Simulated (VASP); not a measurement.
# HgH5 (P6/mmm) in VASP: single point with PBE

Aim: the single point of HgH5 with PBE.

Everything below comes from runs of VASP 6.6.1. Logs are shortened: lines on timing, memory, paths and dates and some standing lists are left out, and cuts for length are marked.

## 1. The cell of the first run

Symmetry: P6/mmm, No. 191, hexagonal system. Conventional cell: a = 4.136 Å, b = 4.136 Å, c = 2.769 Å, α = 90.00°, β = 90.00°, γ = 120.00°. Hg (site symmetry 6/mmm) has 18 H at 2.39 to 2.49 Å and 2 Hg at 2.77 Å within 3.2 Å. H (site symmetry mmm) has 8 H at 1.83 to 2.07 Å and 4 Hg at 2.49 Å within 2.5 Å. Within 2.4 Å of H (site symmetry -6m2) lie 9 H at 1.83 to 2.39 Å and 3 Hg at 2.39 Å.

The cell was built from a structure type or drawn by symmetry, and may not be a known phase.

## 2. Single point, PBE

Contents of INCAR:

```
PREC = Accurate ; ENCUT = 500
EDIFF = 1E-6 ; ISMEAR = 0
SIGMA = 0.1 ; LREAL = F
LASPH = T ; NELM = 120
ALGO = Normal ; ISIF = 2
LWAVE = F ; LCHARG = F
GGA = PE ; NBANDS = 22
GGA_COMPAT = F
```

Contents of KPOINTS:

```
regular mesh
0
Gamma
  12 12 14
```

Contents of POSCAR:

```
HgH5
1.0
    4.1359246776      0.0000000000      0.0000000000
   -2.0679623388      3.5818158389      0.0000000000
    0.0000000000      0.0000000000      2.7687406357
Hg H
1 5
Direct
    0.0000000000      0.0000000000      0.0000000000
    0.0000000000      0.5000000000      0.5000000000
    0.3333333333      0.6666666667      0.0000000000
    0.6666666667      0.3333333333      0.0000000000
    0.5000000000      0.0000000000      0.5000000000
    0.5000000000      0.5000000000      0.5000000000
```

Potentials or basis: VASP PAW PBE potentials, release 64 (Hg_sv_GW, H).

Command:

```bash
cat potpaw_PBE.64/Hg_sv_GW/POTCAR potpaw_PBE.64/H/POTCAR > POTCAR
mpirun -np 1 vasp_std > vasp.out
```

OUTCAR:

```text
PREC = Accurate
   ENCUT = 500
   EDIFF = 1E-6
   ISMEAR = 0
   LREAL = F
   LASPH = T
   NELM = 120
   ISIF = 2
   GGA = PE

 ion  position               nearest neighbor table
   1  0.000  0.000  0.000-
   2  0.000  0.500  0.500-
   3  0.333  0.667  0.000-
   4  0.667  0.333  0.000-
   5  0.500  0.000  0.500-
   6  0.500  0.500  0.500-

  LATTYP: Found a hexagonal cell.
 ALAT       =     4.1359246776
 C/A-ratio  =     0.6694369099

  Lattice vectors:

 A1 = (   4.1359246776,   0.0000000000,   0.0000000000)
 A2 = (  -2.0679623388,   3.5818158389,   0.0000000000)
 A3 = (   0.0000000000,   0.0000000000,   2.7687406357)

Analysis of symmetry for initial positions (statically):
=====================================================================
 Subroutine PRICEL returns:
 Original cell was already a primitive cell.

 Routine SETGRP: Setting up the symmetry group for a
 hexagonal supercell.

 Subroutine GETGRP returns: Found 24 space group operations
 (whereof 24 operations were pure point group operations)
 out of a pool of 24 trial point group operations.

The static configuration has the point symmetry D_6h.

Analysis of symmetry for dynamics (positions and initial velocities):
=====================================================================
 Subroutine PRICEL returns:
 Original cell was already a primitive cell.

 Routine SETGRP: Setting up the symmetry group for a
 hexagonal supercell.

 Subroutine GETGRP returns: Found 24 space group operations
 (whereof 24 operations were pure point group operations)
 out of a pool of 24 trial point group operations.

The dynamic configuration has the point symmetry D_6h.

 Subroutine INISYM returns: Found 24 space group operations
 (whereof 24 operations are pure point group operations),
 and found     1 'primitive' translations

----------------------------------------------------------------------------------------

                                     Primitive cell

  volume of cell :      41.0165

  direct lattice vectors                    reciprocal lattice vectors
     4.135924678  0.000000000  0.000000000     0.241783900  0.139594000  0.000000000
    -2.067962339  3.581815839  0.000000000     0.000000000  0.279188000  0.000000000
     0.000000000  0.000000000  2.768740636     0.000000000  0.000000000  0.361175036

  length of vectors
     4.135924678  4.135924678  2.768740636     0.279188000  0.279188000  0.361175036

  position of ions in fractional coordinates (direct lattice)
     0.000000000  0.000000000  0.000000000
     0.000000000  0.500000000  0.500000000
     0.333333333  0.666666667  0.000000000
     0.666666667  0.333333333  0.000000000
     0.500000000  0.000000000  0.500000000
     0.500000000  0.500000000  0.500000000

  ion indices of the primitive-cell ions
   primitive index   ion index
                 1           1
                 2           2
                 3           3
                 4           4
                 5           5
                 6           6

----------------------------------------------------------------------------------------

 KPOINTS: regular mesh

Automatic generation of k-mesh.
 Grid dimensions read from file:
 generate k-points for:   12   12   14

 Generating k-lattice:

  Cartesian coordinates                     Fractional coordinates (reciprocal lattice)
     0.020148658  0.011632833  0.000000000     0.083333333  0.000000000  0.000000000
     0.000000000  0.023265667  0.000000000     0.000000000  0.083333333  0.000000000
     0.000000000  0.000000000  0.025798217     0.000000000  0.000000000  0.071428571

  Length of vectors
     0.023265667  0.023265667  0.025798217

  Shift w.r.t. Gamma in fractional coordinates (k-lattice)
     0.000000000  0.000000000  0.000000000

 Subroutine IBZKPT returns following result:
 ===========================================

 Found    152 irreducible k-points:

 Following reciprocal coordinates:
            Coordinates               Weight
  0.000000  0.000000  0.000000      1.000000
  0.083333  0.000000  0.000000      6.000000
  0.166667  0.000000  0.000000      6.000000
  0.250000  0.000000  0.000000      6.000000
  0.333333  0.000000  0.000000      6.000000
  0.416667  0.000000  0.000000      6.000000
[... 16 lines left out ...]
  0.250000  0.000000  0.071429     12.000000
  0.333333  0.000000  0.071429     12.000000
 [... further k-points ...]
   k-points           NKPTS =    152   k-points in BZ     NKDIM =    152   number of bands    NBANDS=     22
   number of dos      NEDOS =    301   number of ions     NIONS =      6
   total plane-waves  NPLWV =  18000
   dimension x,y,z NGX =    30 NGY =   30 NGZ =   20
   dimension x,y,z NGXF=    60 NGYF=   60 NGZF=   40
   ions per type =               1   5
   NGX,Y,Z   is equivalent  to a cutoff of  12.06, 12.06, 12.01 a.u.
   NGXF,Y,Z  is equivalent  to a cutoff of  24.12, 24.12, 24.02 a.u.
 SYSTEM =  unknown system
   PREC   = accura    normal or accurate (medium, high low for compatibility)
   ISTART =      0    job   : 0-new  1-cont  2-samecut
   ICHARG =      2    charge: 1-file 2-atom 10-const
   ISPIN  =      1    spin polarized calculation?
   LNONCOLLINEAR =      F non collinear calculations
   LSORBIT =      F    spin-orbit coupling
   LASPH  =      T    aspherical Exc in radial PAW
   ENCUT  =  500.0 eV  36.75 Ry    6.06 a.u.   7.54  7.54  5.05*2*pi/ulx,y,z
   NELM   =    120;   NELMIN=  2; NELMDL= -5     # of ELM steps
   EDIFF  = 0.1E-05   stopping-criterion for ELM
   LREAL  =      F    real-space projection
   EDIFFG = 0.1E-04   stopping-criterion for IOM
   NSW    =      0    number of steps for IOM
   IBRION =     -1    ionic relax: 0-MD 1-quasi-New 2-CG
   NFREE  =      0    steps in history (QN), initial steepest desc. (CG)
   ISIF   =      2    stress and relaxation
   ISYM   =      2    0-nonsym 1-usesym 2-fastsym
   POTIM  = 0.5000    time-step for ionic-motion
   TEBEG  =    0.0;   TEEND  =   0.0 temperature during run
   PSTRESS=    0.0 pullay stress
   NELECT =      25.0000    total number of electrons
   NUPDOWN=      -1.0000    fix difference up-down
   EMIN   =  10.00;   EMAX   =-10.00  energy-range for DOS
   EFERMI =   0.00;   METHOD = LEGACY
   ISMEAR =     0;   SIGMA  =   0.10  broadening in eV -4-tet -1-fermi 0-gaus
   EFERMI_NEDOS =   21; number of points for ismear=-14 and -15
   IALGO  =     38    algorithm
   IMIX   =      4    mixing-type and parameters
     AMIX     =   0.40;   BMIX     =  1.00
     AMIX_MAG =   1.60;   BMIX_MAG =  1.00
  volume/ion in A,a.u.               =       6.84        46.13
  Fermi-wavevector in a.u.,A,eV,Ry     =   1.388040  2.623016 26.213750  1.926656
  Thomas-Fermi vector in A             =   2.512204
   LORBIT       =      0    0 simple, 1 ext, 2 COOP (PROOUT), +10 PAW based schemes
   GGA     = PE    functional components
   LHFCALC =     F    Hartree Fock is set to
   AEXX    =    0.0000 exact exchange contribution
   IVDW    =     0    specifies the selected vdW correction
   LEPSILON=     F    determine dielectric tensor
   LRPA    =     F    only Hartree local field effects (RPA)
 non-spin polarized calculation
 Gauss-broadening in eV      SIGMA  =   0.10
  energy-cutoff  :      500.00
  volume of cell :       41.02
 maximum number of plane-waves:      1076
   NGX = 15   NGY = 15   NGZ = 11

 number of electron      24.9999993 magnetization

 Free energy of the ion-electron system (eV)
  ---------------------------------------------------
  ext. energy  EPLUGINS =         0.00000000
  ---------------------------------------------------
  free energy    TOTEN  =        -9.35579648 eV

  energy without entropy =       -9.34955684  energy(sigma->0) =       -9.35267666

 E-fermi :   4.1180     XC(G=0): -11.0822

 val. band max:        4.1140434820   @ k =   0.0833   0.0000   0.0714
 cond. band min:       4.1236892561   @ k =   0.0833   0.0833   0.2857
 fundamental gap:      0.0096457741
 Fermi energy:         4.1180131324

 k-point     1 :       0.0000    0.0000    0.0000
  band No.  band energies     occupation
      1    -111.0483      2.00000
      2     -59.4205      2.00000
      3     -59.3761      2.00000
      4     -59.3761      2.00000
      5      -7.6098      2.00000
      6      -4.6886      2.00000
[... 14 lines left out ...]
     21      22.6889      0.00000
     22      24.1050      0.00000

 k-point     2 :       0.0833    0.0000    0.0000
  band No.  band energies     occupation
      1    -111.0484      2.00000
      2     -59.4209      2.00000
      3     -59.3766      2.00000
      4     -59.3766      2.00000
      5      -7.5251      2.00000
      6      -4.6854      2.00000
[... 14 lines left out ...]
     21      22.9260      0.00000
     22      24.3985      0.00000

 k-point     3 :       0.1667    0.0000    0.0000
  band No.  band energies     occupation
      1    -111.0484      2.00000
      2     -59.4211      2.00000
      3     -59.3771      2.00000
      4     -59.3767      2.00000
      5      -7.2732      2.00000
      6      -4.6767      2.00000
[... 14 lines left out ...]
     21      23.2671      0.00000
     22      23.3631      0.00000
[... 476 lines left out ...]
 k-point    23 :       0.2500    0.0000    0.0714
  band No.  band energies     occupation
      1    -111.0482      2.00000
      2     -59.4277      2.00000
      3     -59.3767      2.00000
      4     -59.3761      2.00000
      5      -6.7607      2.00000
      6      -4.5480      2.00000
[... 14 lines left out ...]
     21      22.4682      0.00000
     22      22.8740      0.00000

 k-point    24 :       0.3333    0.0000    0.0714
  band No.  band energies     occupation
      1    -111.0482      2.00000
      2     -59.4279      2.00000
      3     -59.3769      2.00000
      4     -59.3763      2.00000
      5      -6.2238      2.00000
      6      -4.5425      2.00000
[... 14 lines left out ...]
     21      21.2435      0.00000
     22      21.2851      0.00000

 [... further k-points ...]

------------------------ aborting loop because EDIFF is reached ----------------------------------------

  FORCE on cell =-STRESS in cart. coord.  units (eV):
  Direction    XX          YY          ZZ          XY          YZ          ZX
  --------------------------------------------------------------------------------------
  -------------------------------------------------------------------------------------
  Total       -0.2505363     -0.2505363     -0.2560233      0.0000000     -0.0000000      0.0000000
  in kB       -9.7864026     -9.7864026    -10.0007366      0.0000000     -0.0000000      0.0000000
  external PRESSURE =      -9.8578472 kB  Pullay stress =       0.0000000 kB

 VOLUME and BASIS-vectors are now :
 -----------------------------------------------------------------------------
  energy-cutoff  :      500.00
  volume of cell :       41.02
      direct lattice vectors                 reciprocal lattice vectors
     4.135924678  0.000000000  0.000000000     0.241783900  0.139594000  0.000000000
    -2.067962339  3.581815839  0.000000000     0.000000000  0.279188000  0.000000000
     0.000000000  0.000000000  2.768740636     0.000000000  0.000000000  0.361175036

 POSITION                                       TOTAL-FORCE (eV/Angst)
 -----------------------------------------------------------------------------------
      0.00000      0.00000      0.00000        -0.000000      0.000000      0.000000
     -1.03398      1.79091      1.38437        -0.000000      0.000000      0.000000
     -0.00000      2.38788      0.00000         0.000000     -0.000000     -0.000000
      2.06796      1.19394      0.00000        -0.000000      0.000000      0.000000
      2.06796      0.00000      1.38437        -0.000000      0.000000      0.000000
      1.03398      1.79091      1.38437        -0.000000      0.000000      0.000000
 -----------------------------------------------------------------------------------
    total drift:                                0.000000      0.000000      0.000000

  FREE ENERGIE OF THE ION-ELECTRON SYSTEM (eV)
  ---------------------------------------------------
  free  energy   TOTEN  =        -9.3557964848 eV

  energy  without entropy=       -9.3495568428  energy(sigma->0) =       -9.35267666
```

Wall time 48 s (1 thread of Intel Xeon 6975P-C (Granite Rapids), shared host); peak memory 0.26 GiB.

Results:

```yaml
Free_energy: -9.3558 eV
Pressure: -1.0 GPa
Band_gap_on_the_k_mesh: zero (an odd number of electrons rules out a gap without spin polarisation)
```

Caveat: spin-orbit coupling is left out, which moves the levels of the heavy elements.
